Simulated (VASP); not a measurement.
# Si (P6_3/mmc) in VASP: a series of runs, part 2 of 2

VASP 6.6.1. Earlier steps stand in the parts before.

### 6 Relaxation of the atoms, PBEsol (strained cell)

Contents of INCAR:

```
PREC = Accurate
ENCUT = 520
EDIFF = 1E-7
ISMEAR = 0
SIGMA = 0.01
LREAL = F
LASPH = T
NELM = 100
ALGO = Normal
ISIF = 2
LWAVE = F
LCHARG = F
GGA = PS
IBRION = 2
NSW = 60
EDIFFG = -0.002
```

Contents of KPOINTS:

```
Automatic mesh
0
Gamma
  9 9 6
```

Contents of POSCAR:

```
Si
1.0
    3.8438634368      0.0000000000      0.0000000000
   -1.9219317184      3.3288833850      0.0000000000
    0.0000000000      0.0000000000      6.3152015217
Si
4
Direct
    0.3333333333      0.6666666667     -0.0005373733
    0.6666666667      0.3333333333      0.4994626267
    0.3333333333      0.6666666667      0.3745373733
    0.6666666667      0.3333333333      0.8745373733
```

Potentials or basis: VASP PAW PBE potentials, release 64 (Si).

The run is started by

```sh
> cat potpaw_PBE.64/Si/POTCAR > POTCAR
> mpirun -np 1 vasp_std > vasp.out
```

OUTCAR:

```text
PREC = Accurate
   ENCUT = 520
   EDIFF = 1E-7
   ISMEAR = 0
   LREAL = F
   LASPH = T
   NELM = 100
   ISIF = 2
   GGA = PS
   IBRION = 2
   NSW = 60
   EDIFFG = -0.002

 ion  position               nearest neighbor table
   1  0.333  0.667  0.999-   4 2.36   4 2.36   4 2.36   3 2.37
   2  0.667  0.333  0.499-   3 2.36   3 2.36   3 2.36   4 2.37
   3  0.333  0.667  0.375-   2 2.36   2 2.36   2 2.36   1 2.37
   4  0.667  0.333  0.875-   1 2.36   1 2.36   1 2.36   2 2.37

  LATTYP: Found a hexagonal cell.
 ALAT       =     3.8438634368
 C/A-ratio  =     1.6429307715

  Lattice vectors:

 A1 = (   3.8438634368,   0.0000000000,   0.0000000000)
 A2 = (  -1.9219317184,   3.3288833850,   0.0000000000)
 A3 = (   0.0000000000,   0.0000000000,   6.3152015217)

Analysis of symmetry for initial positions (statically):
=====================================================================
 Subroutine PRICEL returns:
 Original cell was already a primitive cell.

 Routine SETGRP: Setting up the symmetry group for a
 hexagonal supercell.

 Subroutine GETGRP returns: Found 24 space group operations
 (whereof  6 operations were pure point group operations)
 out of a pool of 24 trial point group operations.

The static configuration has the point symmetry C_3v.
 The point group associated with its full space group is D_6h.

Analysis of symmetry for dynamics (positions and initial velocities):
=====================================================================
 Subroutine PRICEL returns:
 Original cell was already a primitive cell.

 Routine SETGRP: Setting up the symmetry group for a
 hexagonal supercell.

 Subroutine GETGRP returns: Found 24 space group operations
 (whereof  6 operations were pure point group operations)
 out of a pool of 24 trial point group operations.

The dynamic configuration has the point symmetry C_3v.
 The point group associated with its full space group is D_6h.

 Subroutine INISYM returns: Found 24 space group operations
 (whereof  6 operations are pure point group operations),
 and found     1 'primitive' translations
[... 136 lines left out ...]
 NGX is ok and might be reduce to    30
   NGX = 15   NGY = 15   NGZ = 23

--------------------------------------- Ionic step        1  -------------------------------------------

 number of electron      16.0000000 magnetization

 Free energy of the ion-electron system (eV)
  ---------------------------------------------------
  ext. energy  EPLUGINS =         0.00000000
  ---------------------------------------------------
  free energy    TOTEN  =       -22.94434904 eV

  energy without entropy =      -22.94434904  energy(sigma->0) =      -22.94434904

------------------------ aborting loop because EDIFF is reached ----------------------------------------

  FORCE on cell =-STRESS in cart. coord.  units (eV):
  Direction    XX          YY          ZZ          XY          YZ          ZX
  --------------------------------------------------------------------------------------
  -------------------------------------------------------------------------------------
  Total       -0.4909151     -0.4909151     -0.0115661      0.0000000      0.0000000      0.0000000
  in kB       -9.7333699     -9.7333699     -0.2293218      0.0000000      0.0000000      0.0000000
  external PRESSURE =      -6.5653538 kB  Pullay stress =       0.0000000 kB
[... 63 lines left out ...]
--------------------------------------- Ionic step        3  -------------------------------------------

 number of electron      16.0000000 magnetization

 Free energy of the ion-electron system (eV)
  ---------------------------------------------------
  ext. energy  EPLUGINS =         0.00000000
  ---------------------------------------------------
  free energy    TOTEN  =       -22.94436901 eV

  energy without entropy =      -22.94436901  energy(sigma->0) =      -22.94436901

 E-fermi :   6.0348     XC(G=0):  -9.5131

 val. band max:        5.9413709137   @ k =   0.0000   0.0000   0.0000
 cond. band min:       6.2686978212   @ k =   0.4444  -0.0000   0.0000
 fundamental gap:      0.3273269075
 Fermi energy:         6.0347550372

 k-point     1 :       0.0000    0.0000    0.0000
  band No.  band energies     occupation
      1      -6.2441      2.00000
      2      -3.9219      2.00000
      3      -1.2771      2.00000
      4       4.3943      2.00000
      5       4.3943      2.00000
      6       5.6406      2.00000
      7       5.9414      2.00000
      8       5.9414      2.00000
      9       6.8250      0.00000
     10       7.8750      0.00000
     11       7.8750      0.00000
     12       8.3322      0.00000
[... 331 lines left out ...]
 k-point    24 :       0.3333    0.3333    0.1667
  band No.  band energies     occupation
      1      -3.0438      2.00000
      2      -3.0438      2.00000
      3      -0.8481      2.00000
      4      -0.8481      2.00000
      5       0.8009      2.00000
      6       2.3948      2.00000
      7       2.7225      2.00000
      8       2.7225      2.00000
      9       7.0866      0.00000
     10       9.6609      0.00000
     11       9.6609      0.00000
     12      11.2305      0.00000

 [... further k-points ...]
[... 5 lines left out ...]
  --------------------------------------------------------------------------------------
  -------------------------------------------------------------------------------------
  Total       -0.5052596     -0.5052596      0.0152789      0.0000000     -0.0000000      0.0000000
  in kB      -10.0177774    -10.0177774      0.3029344      0.0000000     -0.0000000      0.0000000
  external PRESSURE =      -6.5775402 kB  Pullay stress =       0.0000000 kB
[... 19 lines left out ...]
  FREE ENERGIE OF THE ION-ELECTRON SYSTEM (eV)
  ---------------------------------------------------
  free  energy   TOTEN  =       -22.9443690104 eV

  energy  without entropy=      -22.9443690104  energy(sigma->0) =      -22.94436901

 reached required accuracy - stopping structural energy minimisation
```

Run time: 35 s. Hardware: 1 thread of AMD EPYC 9R45 (Zen 5), shared host; peak memory 0.17 GiB.

What came out:

```
Free energy               : -22.9444 eV
Energy gained by relaxing : 0.0 meV/atom
Ionic steps               : 3
Pressure after relaxing   : -0.7 GPa
Band gap on the k mesh    : 0.33 eV, indirect (least direct gap 0.88 eV)
```

Stress tensor (GPa, compression positive):
```
-1.00  0.00  0.00
 0.00 -1.00  0.00
 0.00  0.00  0.03
```

Final structure:
```
CELL_PARAMETERS angstrom
3.84386 0.00000 0.00000
-1.92193 3.32888 0.00000
0.00000 0.00000 6.31520
ATOMIC_POSITIONS crystal
Si 0.33333 0.66667 0.99956
Si 0.66667 0.33333 0.49956
Si 0.33333 0.66667 0.37444
Si 0.66667 0.33333 0.87444
```

Caveat: the cell differs from its parent crystal (strained cell); the PAW data sets were made with another functional, which shifts forces and pressure a little.

### 7 Relaxation of the atoms, PBEsol (strained cell)

Contents of INCAR:

```
SYSTEM = Si
  ALGO = Normal
  EDIFF = 1E-6
  EDIFFG = -0.002
  ENCUT = 520
  GGA = PS
  IBRION = 2
  ISIF = 2
  ISMEAR = 0
  LASPH = .TRUE.
  LCHARG = .FALSE.
  LREAL = .FALSE.
  LWAVE = .FALSE.
  NELM = 100
  NSW = 60
  PREC = Accurate
  SIGMA = 0.01
```

Contents of KPOINTS:

```
k-points
0
G
  9 9 6
  0 0 0
```

Contents of POSCAR:

```
Si
1.0
    3.8438634368      0.0000000000      0.0000000000
   -1.9219317184      3.3288833850      0.0000000000
    0.0000000000      0.0000000000      6.3125608174
Si
4
Direct
    0.3333333333      0.6666666667     -0.0004406984
    0.6666666667      0.3333333333      0.4995593016
    0.3333333333      0.6666666667      0.3744406984
    0.6666666667      0.3333333333      0.8744406984
```

Potentials or basis: VASP PAW PBE potentials, release 64 (Si).

The run is started by

```sh
> cat potpaw_PBE.64/Si/POTCAR > POTCAR
> mpirun -np 1 vasp_std > vasp.out
```

OUTCAR:

```text
SYSTEM = Si
   EDIFF = 1E-6
   EDIFFG = -0.002
   ENCUT = 520
   GGA = PS
   IBRION = 2
   ISIF = 2
   ISMEAR = 0
   LASPH = .TRUE.
   LREAL = .FALSE.
   NELM = 100
   NSW = 60
   PREC = Accurate

 ion  position               nearest neighbor table
   1  0.333  0.667  1.000-   4 2.36   4 2.36   4 2.36   3 2.37
   2  0.667  0.333  0.500-   3 2.36   3 2.36   3 2.36   4 2.37
   3  0.333  0.667  0.374-   2 2.36   2 2.36   2 2.36   1 2.37
   4  0.667  0.333  0.874-   1 2.36   1 2.36   1 2.36   2 2.37

  LATTYP: Found a hexagonal cell.
 ALAT       =     3.8438634368
 C/A-ratio  =     1.6422437793

  Lattice vectors:

 A1 = (   3.8438634368,   0.0000000000,   0.0000000000)
 A2 = (  -1.9219317184,   3.3288833850,   0.0000000000)
 A3 = (   0.0000000000,   0.0000000000,   6.3125608174)

Analysis of symmetry for initial positions (statically):
=====================================================================
 Subroutine PRICEL returns:
 Original cell was already a primitive cell.

 Routine SETGRP: Setting up the symmetry group for a
 hexagonal supercell.

 Subroutine GETGRP returns: Found 24 space group operations
 (whereof  6 operations were pure point group operations)
 out of a pool of 24 trial point group operations.

The static configuration has the point symmetry C_3v.
 The point group associated with its full space group is D_6h.

Analysis of symmetry for dynamics (positions and initial velocities):
=====================================================================
 Subroutine PRICEL returns:
 Original cell was already a primitive cell.

 Routine SETGRP: Setting up the symmetry group for a
 hexagonal supercell.

 Subroutine GETGRP returns: Found 24 space group operations
 (whereof  6 operations were pure point group operations)
 out of a pool of 24 trial point group operations.

The dynamic configuration has the point symmetry C_3v.
 The point group associated with its full space group is D_6h.

 Subroutine INISYM returns: Found 24 space group operations
 (whereof  6 operations are pure point group operations),
 and found     1 'primitive' translations

----------------------------------------------------------------------------------------

                                     Primitive cell

  volume of cell :      80.7741

  direct lattice vectors                    reciprocal lattice vectors
     3.843863437  0.000000000  0.000000000     0.260154924  0.150200515  0.000000000
    -1.921931718  3.328883385  0.000000000     0.000000000  0.300401031  0.000000000
     0.000000000  0.000000000  6.312560817     0.000000000  0.000000000  0.158414315

  length of vectors
     3.843863437  3.843863437  6.312560817     0.300401031  0.300401031  0.158414315

  position of ions in fractional coordinates (direct lattice)
     0.333333333  0.666666667  0.999559302
     0.666666667  0.333333333  0.499559302
     0.333333333  0.666666667  0.374440698
     0.666666667  0.333333333  0.874440698

  ion indices of the primitive-cell ions
[... 120 lines left out ...]

 Free energy of the ion-electron system (eV)
  ---------------------------------------------------
  ext. energy  EPLUGINS =         0.00000000
  ---------------------------------------------------
  free energy    TOTEN  =       -22.94435034 eV

  energy without entropy =      -22.94435034  energy(sigma->0) =      -22.94435034

------------------------ aborting loop because EDIFF is reached ----------------------------------------

  FORCE on cell =-STRESS in cart. coord.  units (eV):
  Direction    XX          YY          ZZ          XY          YZ          ZX
  --------------------------------------------------------------------------------------
  -------------------------------------------------------------------------------------
  Total       -0.4985273     -0.4985273      0.0666542      0.0000000      0.0000000      0.0000000
  in kB       -9.8884316     -9.8884316      1.3221049      0.0000000      0.0000000      0.0000000
  external PRESSURE =      -6.1515861 kB  Pullay stress =       0.0000000 kB

 VOLUME and BASIS-vectors are now :
 -----------------------------------------------------------------------------
  energy-cutoff  :      520.00
  volume of cell :       80.77
      direct lattice vectors                 reciprocal lattice vectors
     3.843863437  0.000000000  0.000000000     0.260154924  0.150200515  0.000000000
    -1.921931718  3.328883385  0.000000000     0.000000000  0.300401031  0.000000000
     0.000000000  0.000000000  6.312560817     0.000000000  0.000000000  0.158414315

 POSITION                                       TOTAL-FORCE (eV/Angst)
 -----------------------------------------------------------------------------------
     -0.00000      2.21926      6.30978         0.000000      0.000000     -0.004045
      1.92193      1.10963      3.15350        -0.000000     -0.000000     -0.004045
     -0.00000      2.21926      2.36368         0.000000      0.000000      0.004045
      1.92193      1.10963      5.51996        -0.000000      0.000000      0.004045
 -----------------------------------------------------------------------------------
    total drift:                               -0.000000      0.000000      0.000001

  FREE ENERGIE OF THE ION-ELECTRON SYSTEM (eV)
  ---------------------------------------------------
  free  energy   TOTEN  =       -22.9443503389 eV

  energy  without entropy=      -22.9443503389  energy(sigma->0) =      -22.94435034

--------------------------------------- Ionic step        2  -------------------------------------------

 number of electron      16.0000000 magnetization

 Free energy of the ion-electron system (eV)
  ---------------------------------------------------
  ext. energy  EPLUGINS =         0.00000000
  ---------------------------------------------------
  free energy    TOTEN  =       -22.94435218 eV

  energy without entropy =      -22.94435218  energy(sigma->0) =      -22.94435218

 E-fermi :   6.0453     XC(G=0):  -9.5146

 val. band max:        5.9447311178   @ k =   0.0000   0.0000   0.0000
 cond. band min:       6.2699488406   @ k =   0.4444  -0.0000   0.0000
 fundamental gap:      0.3252177228
 Fermi energy:         6.0452757781

 k-point     1 :       0.0000    0.0000    0.0000
  band No.  band energies     occupation
      1      -6.2428      2.00000
      2      -3.9175      2.00000
      3      -1.2738      2.00000
      4       4.3955      2.00000
      5       4.3955      2.00000
      6       5.6477      2.00000
      7       5.9447      2.00000
      8       5.9447      2.00000
      9       6.8254      0.00000
     10       7.8772      0.00000
     11       7.8772      0.00000
     12       8.3436      0.00000
[... 331 lines left out ...]
 k-point    24 :       0.3333    0.3333    0.1667
  band No.  band energies     occupation
      1      -3.0422      2.00000
      2      -3.0422      2.00000
      3      -0.8443      2.00000
      4      -0.8443      2.00000
      5       0.8024      2.00000
      6       2.3984      2.00000
      7       2.7261      2.00000
      8       2.7261      2.00000
      9       7.0913      0.00000
     10       9.6698      0.00000
     11       9.6698      0.00000
     12      11.2325      0.00000

 [... further k-points ...]
[... 5 lines left out ...]
  --------------------------------------------------------------------------------------
  -------------------------------------------------------------------------------------
  Total       -0.4972243     -0.4972243      0.0573173      0.0000000      0.0000000      0.0000000
  in kB       -9.8625863     -9.8625863      1.1369041      0.0000000      0.0000000      0.0000000
  external PRESSURE =      -6.1960895 kB  Pullay stress =       0.0000000 kB

 VOLUME and BASIS-vectors are now :
 -----------------------------------------------------------------------------
  energy-cutoff  :      520.00
  volume of cell :       80.77
      direct lattice vectors                 reciprocal lattice vectors
     3.843863437  0.000000000  0.000000000     0.260154924  0.150200515  0.000000000
    -1.921931718  3.328883385  0.000000000     0.000000000  0.300401031  0.000000000
     0.000000000  0.000000000  6.312560817     0.000000000  0.000000000  0.158414315

 POSITION                                       TOTAL-FORCE (eV/Angst)
 -----------------------------------------------------------------------------------
     -0.00000      2.21926      6.30958        -0.000000     -0.000000      0.001072
      1.92193      1.10963      3.15330        -0.000000      0.000000      0.001072
     -0.00000      2.21926      2.36387         0.000000     -0.000000     -0.001072
      1.92193      1.10963      5.52016         0.000000      0.000000     -0.001072
 -----------------------------------------------------------------------------------
    total drift:                               -0.000000      0.000000      0.000001

  FREE ENERGIE OF THE ION-ELECTRON SYSTEM (eV)
  ---------------------------------------------------
  free  energy   TOTEN  =       -22.9443521822 eV

  energy  without entropy=      -22.9443521822  energy(sigma->0) =      -22.94435218

 reached required accuracy - stopping structural energy minimisation
```

OSZICAR:

```text
N       E                     dE             d eps       ncg     rms          rms(c)
DAV:   1     0.311375118257E+02    0.31138E+02   -0.61219E+03  1152   0.109E+03
DAV:   2    -0.209792426361E+02   -0.52117E+02   -0.47933E+02  1548   0.143E+02
DAV:   3    -0.233426196634E+02   -0.23634E+01   -0.23352E+01  1468   0.304E+01
DAV:   4    -0.233833021422E+02   -0.40682E-01   -0.40624E-01  1468   0.497E+00
DAV:   5    -0.233841823548E+02   -0.88021E-03   -0.88005E-03  1484   0.669E-01    0.695E+00
DAV:   6    -0.230817579873E+02    0.30242E+00   -0.14093E-01  1308   0.208E+00    0.417E+00
DAV:   7    -0.229430859980E+02    0.13867E+00   -0.27264E-01  1260   0.295E+00    0.241E-01
DAV:   8    -0.229441495826E+02   -0.10636E-02   -0.15209E-02  1340   0.837E-01    0.961E-02
DAV:   9    -0.229442882337E+02   -0.13865E-03   -0.54708E-04  1496   0.161E-01    0.790E-02
DAV:  10    -0.229443507702E+02   -0.62536E-04   -0.13604E-04  1300   0.736E-02    0.326E-02
DAV:  11    -0.229443503389E+02    0.43134E-06   -0.28038E-06  1396   0.123E-02
   1 F= -.22944350E+02 E0= -.22944350E+02  d E =-.229444E+02
       N       E                     dE             d eps       ncg     rms          rms(c)
DAV:   1    -0.229443520726E+02   -0.13023E-05   -0.38995E-05  1260   0.404E-02    0.333E-03
DAV:   2    -0.229443521822E+02   -0.10968E-06   -0.18149E-06  1016   0.994E-03
   2 F= -.22944352E+02 E0= -.22944352E+02  d E =-.184336E-05
```

It took 34 s on 1 thread of Oxide Virtual Turin-like, shared host; peak memory 0.17 GiB.

What came out:

- Free energy: -22.9444 eV
- Energy gained by relaxing: 0.0 meV/atom
- Ionic steps: 2
- Pressure after relaxing: -0.6 GPa
- Band gap on the k mesh: 0.33 eV, indirect (least direct gap 0.88 eV)

Stress tensor (GPa, compression positive):
```
-0.99  0.00  0.00
 0.00 -0.99  0.00
 0.00  0.00  0.11
```

Final structure:
```xyz
4
Lattice="3.8439 0.0000 0.0000 -1.9219 3.3289 0.0000 0.0000 0.0000 6.3126" Properties=species:S:1:pos:R:3 pbc="T T T"
Si    0.0000    2.2193    6.3096
Si    1.9219    1.1096    3.1533
Si    0.0000    2.2193    2.3639
Si    1.9219    1.1096    5.5202
```

Caveat: the cell differs from its parent crystal (strained cell); the PAW data sets were made with another functional, which shifts forces and pressure a little.

### 8 Overview

| task | cell | gap on the mesh (eV) | pressure (GPa) |
| --- | --- | --- | --- |
| single point | a = 3.844, b = 3.844, c = 6.306 Å, angles 90.0, 90.0, 120.0°, 4 atoms | 0.32 | -0.5 |
| single point | a = 3.844, b = 3.844, c = 6.315 Å, angles 90.0, 90.0, 120.0°, 4 atoms | 0.33 | -0.7 |
| single point | a = 3.844, b = 3.844, c = 6.313 Å, angles 90.0, 90.0, 120.0°, 4 atoms | 0.33 | -0.6 |
| relaxation of the atoms | atoms relaxed from a = 3.844, b = 3.844, c = 6.315 Å, angles 90.0, 90.0, 120.0°, 4 atoms | 0.33 | -0.7 |
| relaxation of the atoms | atoms relaxed from a = 3.844, b = 3.844, c = 6.313 Å, angles 90.0, 90.0, 120.0°, 4 atoms | 0.33 | -0.6 |

Alike in all rows: level PBEsol; potentials or basis VASP PAW PBE potentials, release 64 (Si); no spin polarisation; k mesh 9 × 9 × 6; cutoff (eV) 520; smearing gaussian 0.01 eV.

Caveats: the PAW data sets were made with another functional, which shifts forces and pressure a little.

Total energies depend on the potentials used, so only differences within one code and one set of settings carry meaning.
